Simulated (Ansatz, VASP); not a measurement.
**C3N in VASP and in Ansatz**

```
C N
1.0
     3.68843    0.00000    0.00000
    -1.84421    3.19427    0.00000
     0.00000    0.00000    6.50593
C N
6 2
Direct
  0.76198 0.00000 0.75000
  0.76198 0.76198 0.25000
  0.23802 0.00000 0.25000
  0.23802 0.23802 0.75000
  0.00000 0.76198 0.75000
  0.00000 0.23802 0.25000
  0.00000 0.00000 0.50000
  0.00000 0.00000 0.00000
```

Change from the starting cell: species swapped into the ZrBr3 type (P6_3/mcm, No. 193).

Alike in both runs: task relaxation of cell and atoms; functional PBE; k mesh 12 × 12 × 6; occupations gaussian, width 0.1 eV; no spin polarisation.

```csv
,VASP,Ansatz
version,VASP 6.6.1,Ansatz 0.2.0
potentials or method,"VASP PAW PBE potentials, release 64 (C, N), cutoff 600 eV","scalar-relativistic, plane waves, PAW"
valence electrons in the cell,34,34
```

|  | VASP | Ansatz | Ansatz less VASP |
| --- | --- | --- | --- |
| gap on the k mesh at the Fermi level, each at its own relaxed structure (eV) | none | none | - |
| relaxed volume (Å³/atom) | 9.47 | 9.52 | +0.049 |
| relaxed length of the cell vector where the two differ most in proportion (Å) | 3.701 | 3.710 | +0.0089 |

A gap of «none» marks a metal or a gap that the smearing closes.
